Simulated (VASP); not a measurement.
# SrVO3 (Pm-3m) in VASP: single point with PBE

Aim: the single point of SrVO3 with PBE.

Everything below comes from runs of VASP 6.6.1. Logs are shortened: lines on timing, memory, paths and dates and some standing lists are left out, and cuts for length are marked.

### Step 1. The cell of the first run

It takes space group Pm-3m (No. 221, cubic). The conventional cell has a = 3.841 Å, b = 3.841 Å, c = 3.841 Å, α = 90.00°, β = 90.00°, γ = 90.00°. Within 3.6 Å of Sr (site symmetry m-3m) lie 12 O at 2.72 Å and 8 V at 3.33 Å. Within 2.5 Å of V (site symmetry m-3m) lie 6 O at 1.92 Å. Within 2.5 Å of O (site symmetry 4/mmm) lie 2 V at 1.92 Å.

### Step 2. Single point, PBE, collinear spin, ferromagnetic start

The input, INCAR:

```
SYSTEM = SrVO3
  ALGO = Normal
  EDIFF = 1E-6
  ENCUT = 520
  GGA = PE
  ISIF = 2
  ISMEAR = -1
  ISPIN = 2
  LASPH = .True.
  LCHARG = .True.
  LELF = .True.
  LMAXMIX = 4
  LORBIT = 11
  LREAL = .False.
  LVHAR = .True.
  LWAVE = .False.
  MAGMOM = 0 1 0 0 0
  NBANDS = 32
  NELM = 150
  PREC = Accurate
  SIGMA = 0.05
```

The input, KPOINTS:

```
k-points
0
Gamma
  7 7 7
  0 0 0
```

The input, POSCAR:

```
SrVO3
1.0
    3.8409000000      0.0000000000      0.0000000000
    0.0000000000      3.8409000000      0.0000000000
    0.0000000000      0.0000000000      3.8409000000
Sr V O
1 1 3
Direct
    0.5000000000      0.5000000000      0.5000000000
    0.0000000000      0.0000000000      0.0000000000
    0.5000000000      0.0000000000      0.0000000000
    0.0000000000      0.5000000000      0.0000000000
    0.0000000000      0.0000000000      0.5000000000
```

Potentials or basis: VASP PAW PBE potentials, release 64 (Sr_sv, V_sv, O).

The run is started by

```bash
$ cat potpaw_PBE.64/Sr_sv/POTCAR potpaw_PBE.64/V_sv/POTCAR potpaw_PBE.64/O/POTCAR > POTCAR
$ mpirun -np 1 vasp_std > vasp.out
```

OUTCAR:

```text
SYSTEM = SrVO3
   EDIFF = 1E-6
   ENCUT = 520
   GGA = PE
   ISIF = 2
   ISMEAR = -1
   ISPIN = 2
   LASPH = .True.
   LORBIT = 11
   LREAL = .False.
   NELM = 150
   PREC = Accurate

 ion  position               nearest neighbor table
   1  0.500  0.500  0.500-   3 2.72   4 2.72   5 2.72   3 2.72   4 2.72   3 2.72   5 2.72   3 2.72
                             4 2.72   5 2.72   4 2.72   5 2.72   2 3.33   2 3.33   2 3.33   2 3.33
   2  0.000  0.000  0.000-   3 1.92   4 1.92   5 1.92   5 1.92   4 1.92   3 1.92   1 3.33   1 3.33
                             1 3.33   1 3.33   1 3.33   1 3.33   1 3.33   1 3.33
   3  0.500  0.000  0.000-   2 1.92   2 1.92   1 2.72   1 2.72   1 2.72   1 2.72
   4  0.000  0.500  0.000-   2 1.92   2 1.92   1 2.72   1 2.72   1 2.72   1 2.72
   5  0.000  0.000  0.500-   2 1.92   2 1.92   1 2.72   1 2.72   1 2.72   1 2.72

  LATTYP: Found a simple cubic cell.
 ALAT       =     3.8409000000

  Lattice vectors:

 A1 = (   3.8409000000,   0.0000000000,   0.0000000000)
 A2 = (   0.0000000000,   3.8409000000,   0.0000000000)
 A3 = (   0.0000000000,   0.0000000000,   3.8409000000)

Analysis of symmetry for initial positions (statically):
=====================================================================
 Subroutine PRICEL returns:
 Original cell was already a primitive cell.

 Routine SETGRP: Setting up the symmetry group for a
 simple cubic supercell.

 Subroutine GETGRP returns: Found 48 space group operations
 (whereof 48 operations were pure point group operations)
 out of a pool of 48 trial point group operations.

The static configuration has the point symmetry O_h .

Analysis of symmetry for dynamics (positions and initial velocities):
=====================================================================
 Subroutine PRICEL returns:
 Original cell was already a primitive cell.

 Routine SETGRP: Setting up the symmetry group for a
 simple cubic supercell.

 Subroutine GETGRP returns: Found 48 space group operations
 (whereof 48 operations were pure point group operations)
 out of a pool of 48 trial point group operations.

The dynamic configuration has the point symmetry O_h .

Analysis of structural, dynamic, and magnetic symmetry:
=====================================================================
 Subroutine PRICEL returns:
 Original cell was already a primitive cell.

 Routine SETGRP: Setting up the symmetry group for a
 simple cubic supercell.

 Subroutine GETGRP returns: Found 48 space group operations
 (whereof 48 operations were pure point group operations)
 out of a pool of 48 trial point group operations.

The overall configuration has the point symmetry O_h .

 Subroutine INISYM returns: Found 48 space group operations
 (whereof 48 operations are pure point group operations),
 and found     1 'primitive' translations

----------------------------------------------------------------------------------------

                                     Primitive cell

  volume of cell :      56.6629

  direct lattice vectors                    reciprocal lattice vectors
     3.840900000  0.000000000  0.000000000     0.260355646  0.000000000  0.000000000
     0.000000000  3.840900000  0.000000000     0.000000000  0.260355646  0.000000000
     0.000000000  0.000000000  3.840900000     0.000000000  0.000000000  0.260355646

  length of vectors
     3.840900000  3.840900000  3.840900000     0.260355646  0.260355646  0.260355646

  position of ions in fractional coordinates (direct lattice)
     0.500000000  0.500000000  0.500000000
     0.000000000  0.000000000  0.000000000
     0.500000000  0.000000000  0.000000000
     0.000000000  0.500000000  0.000000000
     0.000000000  0.000000000  0.500000000

  ion indices of the primitive-cell ions
   primitive index   ion index
                 1           1
                 2           2
                 3           3
                 4           4
                 5           5

[... 28 lines left out ...]
  0.000000  0.000000  0.000000      1.000000
  0.142857  0.000000  0.000000      6.000000
  0.285714  0.000000  0.000000      6.000000
  0.428571  0.000000  0.000000      6.000000
  0.142857  0.142857  0.000000     12.000000
  0.285714  0.142857  0.000000     24.000000
[... 12 lines left out ...]
  0.428571  0.428571  0.285714     24.000000
  0.428571  0.428571  0.428571      8.000000
   k-points           NKPTS =     20   k-points in BZ     NKDIM =     20   number of bands    NBANDS=     32
   number of dos      NEDOS =    301   number of ions     NIONS =      5
   total plane-waves  NPLWV =  27000
   dimension x,y,z NGX =    30 NGY =   30 NGZ =   30
   dimension x,y,z NGXF=    60 NGYF=   60 NGZF=   60
   ions per type =               1   1   3
   NGX,Y,Z   is equivalent  to a cutoff of  12.98, 12.98, 12.98 a.u.
   NGXF,Y,Z  is equivalent  to a cutoff of  25.97, 25.97, 25.97 a.u.
 SYSTEM =  SrVO3
   PREC   = accura    normal or accurate (medium, high low for compatibility)
   ISTART =      0    job   : 0-new  1-cont  2-samecut
   ICHARG =      2    charge: 1-file 2-atom 10-const
   ISPIN  =      2    spin polarized calculation?
   LNONCOLLINEAR =      F non collinear calculations
   LSORBIT =      F    spin-orbit coupling
   LASPH  =      T    aspherical Exc in radial PAW
   ENCUT  =  520.0 eV  38.22 Ry    6.18 a.u.   7.14  7.14  7.14*2*pi/ulx,y,z
   NELM   =    150;   NELMIN=  2; NELMDL= -5     # of ELM steps
   EDIFF  = 0.1E-05   stopping-criterion for ELM
   LREAL  =      F    real-space projection
   EDIFFG = 0.1E-04   stopping-criterion for IOM
   NSW    =      0    number of steps for IOM
   IBRION =     -1    ionic relax: 0-MD 1-quasi-New 2-CG
   NFREE  =      0    steps in history (QN), initial steepest desc. (CG)
   ISIF   =      2    stress and relaxation
   ISYM   =      2    0-nonsym 1-usesym 2-fastsym
   POTIM  = 0.5000    time-step for ionic-motion
   TEBEG  =    0.0;   TEEND  =   0.0 temperature during run
   PSTRESS=    0.0 pullay stress
   NELECT =      41.0000    total number of electrons
   NUPDOWN=      -1.0000    fix difference up-down
   EMIN   =  10.00;   EMAX   =-10.00  energy-range for DOS
   EFERMI =   0.00;   METHOD = LEGACY
   ISMEAR =    -1;   SIGMA  =   0.05  broadening in eV -4-tet -1-fermi 0-gaus
   EFERMI_NEDOS =   21; number of points for ismear=-14 and -15
   IALGO  =     38    algorithm
   IMIX   =      4    mixing-type and parameters
     AMIX     =   0.40;   BMIX     =  1.00
     AMIX_MAG =   1.60;   BMIX_MAG =  1.00
  volume/ion in A,a.u.               =      11.33        76.48
  Fermi-wavevector in a.u.,A,eV,Ry     =   1.469726  2.777380 29.389880  2.160095
  Thomas-Fermi vector in A             =   2.585069
   LORBIT       =     11    0 simple, 1 ext, 2 COOP (PROOUT), +10 PAW based schemes
   GGA     = PE    functional components
   LHFCALC =     F    Hartree Fock is set to
   AEXX    =    0.0000 exact exchange contribution
   IVDW    =     0    specifies the selected vdW correction
   LEPSILON=     F    determine dielectric tensor
   LRPA    =     F    only Hartree local field effects (RPA)
 spin polarized calculation
  energy-cutoff  :      520.00
  volume of cell :       56.66
 maximum number of plane-waves:      1551
 NGX is ok and might be reduce to    30
   NGX = 15   NGY = 15   NGZ = 15

 number of electron      41.0000018 magnetization       0.0142026

 number of electron      41.0000017 magnetization      -0.0011935

 Free energy of the ion-electron system (eV)
  ---------------------------------------------------
  ext. energy  EPLUGINS =         0.00000000
  ---------------------------------------------------
  free energy    TOTEN  =       -39.29282812 eV

  energy without entropy =      -39.28105793  energy(sigma->0) =      -39.28694303

 E-fermi :   6.2173     XC(G=0): -11.5753

 val. band max:        6.1883901206   @ k =   0.4286   0.1429   0.1429
 cond. band min:       6.5979513854   @ k =   0.2857   0.2857   0.0000
 fundamental gap:      0.4095612648
 Fermi energy:         6.2172842743

 spin component 1

 k-point     1 :       0.0000    0.0000    0.0000
  band No.  band energies     occupation
      1     -59.5532      1.00000
      2     -33.3886      1.00000
      3     -33.3886      1.00000
      4     -33.3886      1.00000
      5     -28.2584      1.00000
      6     -13.4705      1.00000
[... 689 lines left out ...]
     31      15.3167      0.00000
     32      19.0816      0.00000
 Fermi energy:         6.2172842743

 spin component 2

 k-point     1 :       0.0000    0.0000    0.0000
  band No.  band energies     occupation
      1     -59.5545      1.00000
      2     -33.3898      1.00000
      3     -33.3898      1.00000
      4     -33.3898      1.00000
      5     -28.2584      1.00000
      6     -13.4705      1.00000
[... 689 lines left out ...]
     31      15.3167      0.00000
     32      19.0816      0.00000

------------------------ aborting loop because EDIFF is reached ----------------------------------------

  FORCE on cell =-STRESS in cart. coord.  units (eV):
  Direction    XX          YY          ZZ          XY          YZ          ZX
  --------------------------------------------------------------------------------------
  -------------------------------------------------------------------------------------
  Total        1.1562212      1.1562212      1.1562212     -0.0000000      0.0000000     -0.0000000
  in kB       32.6928294     32.6928294     32.6928294     -0.0000000      0.0000000     -0.0000000
  external PRESSURE =      32.6928294 kB  Pullay stress =       0.0000000 kB

 VOLUME and BASIS-vectors are now :
 -----------------------------------------------------------------------------
  energy-cutoff  :      520.00
  volume of cell :       56.66
      direct lattice vectors                 reciprocal lattice vectors
     3.840900000  0.000000000  0.000000000     0.260355646  0.000000000  0.000000000
     0.000000000  3.840900000  0.000000000     0.000000000  0.260355646  0.000000000
     0.000000000  0.000000000  3.840900000     0.000000000  0.000000000  0.260355646

 POSITION                                       TOTAL-FORCE (eV/Angst)
 -----------------------------------------------------------------------------------
      1.92045      1.92045      1.92045         0.000000      0.000000      0.000000
      0.00000      0.00000      0.00000         0.000000      0.000000      0.000000
      1.92045      0.00000      0.00000         0.000000      0.000000      0.000000
      0.00000      1.92045      0.00000         0.000000      0.000000      0.000000
      0.00000      0.00000      1.92045         0.000000      0.000000      0.000000
 -----------------------------------------------------------------------------------
    total drift:                                0.000000     -0.000000      0.000000

  FREE ENERGIE OF THE ION-ELECTRON SYSTEM (eV)
  ---------------------------------------------------
  free  energy   TOTEN  =       -39.2928281239 eV

  energy  without entropy=      -39.2810579346  energy(sigma->0) =      -39.28694303

 total charge

# of ion       s       p       d       tot
------------------------------------------
    1        2.000   5.803   0.219   8.021
    2        2.285   6.349   2.957  11.592
    3        1.565   3.482   0.000   5.047
    4        1.565   3.482   0.000   5.047
    5        1.565   3.482   0.000   5.047
--------------------------------------------------
tot          8.979  22.599   3.176  34.753

 magnetization (x)

# of ion       s       p       d       tot
------------------------------------------
    1       -0.000  -0.000  -0.000  -0.000
    2       -0.000  -0.000  -0.001  -0.001
    3        0.000   0.000   0.000   0.000
    4        0.000   0.000   0.000   0.000
    5        0.000   0.000   0.000   0.000
--------------------------------------------------
tot         -0.000   0.000  -0.001  -0.001
```

Wall time 64 s (1 thread of Intel Xeon 6975P-C (Granite Rapids), shared host); peak memory 0.22 GiB.

Results:

```
Free energy                                           : -39.2928 eV
Pressure                                              : 3.3 GPa
Net moment                                            : 0.00 μB per cell
Valence electrons inside the program's atomic spheres : Sr 8.02; V 11.59; O 5.05
```

Levels at points of the mesh, in eV from the Fermi level:
Spin up:
| k point | band 16 | band 17 | band 18 | band 19 | band 20 | band 21 | band 22 | band 23 | band 24 | band 25 |
| --- | --- | --- | --- | --- | --- | --- | --- | --- | --- | --- |
| (0.00, 0.00, 0.00) | -3.17 | -3.17 | -2.33 | -2.33 | -2.33 | -0.86 | -0.86 | -0.86 | 1.37 | 1.37 |
Spin down:
```
           k point  band 17  band 18  band 19  band 20  band 21  band 22  band 23  band 24
(0.00, 0.00, 0.00)    -3.17    -2.33    -2.33    -2.33    -0.86    -0.86    -0.86     1.37
```

Caveat: semilocal functionals often make such compounds metallic where correlation or magnetic order opens a gap, which also shifts bond lengths.
